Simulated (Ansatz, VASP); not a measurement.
BN in VASP and in Ansatz

INCAR

```
PREC = Accurate ; ENCUT = 600
EDIFF = 1E-6 ; ISMEAR = 0
SIGMA = 0.01 ; LREAL = False
LASPH = True ; NELM = 80
ALGO = Normal ; ISIF = 3
LWAVE = False ; LCHARG = False
GGA = PE ; IBRION = 2
NSW = 50 ; EDIFFG = -0.01
```

File KPOINTS:

```
regular mesh
0
Gamma
  10 10 10
```

File POSCAR:

```
BN
1.0
    0.0000000000      1.8075000000      1.8075000000
    1.8075000000      0.0000000000      1.8075000000
    1.8075000000      1.8075000000      0.0000000000
B N
1 1
Direct
    0.0000000000      0.0000000000      0.0000000000
    0.2500000000      0.2500000000      0.2500000000
```

Input for Ansatz:

```yaml
crystal:
  lattice:
    - [0.0, 1.8075, 1.8075]
    - [1.8075, 0.0, 1.8075]
    - [1.8075, 1.8075, 0.0]
  atoms:
    - { symbol: B, position: [0.0, 0.0, 0.0] }
    - { symbol: "N", position: [0.25, 0.25, 0.25] }
basis:
  ecutwfc: 550.0
kpoints:
  mp_grid:
    grid: [10, 10, 10]
    shift: [0.0, 0.0, 0.0]
hamiltonian:
  xc: pbe
  dispersion: none
scf:
  occupations:
    method: fixed
relax:
  max_steps: 30
  cell: {}
```

Alike in both runs: task relaxation of cell and atoms; functional PBE; k mesh 10 × 10 × 10; no spin polarisation.

|  | VASP | Ansatz |
| --- | --- | --- |
| version | VASP 6.6.1 | Ansatz 0.2.0 |
| potentials or method | VASP PAW PBE potentials, release 64 (B, N), cutoff 600 eV | plane waves, PAW |
| occupations | gaussian, width 0.01 eV | fixed |
| valence electrons in the cell | 8 | 8 |

|  | VASP | Ansatz | Ansatz less VASP |
| --- | --- | --- | --- |
| relaxed volume (Å³/atom) | 5.95 | 5.95 | +0.001 |
| relaxed cell length with the largest relative difference (Å) | 2.563 | 2.563 | +0.0001 |
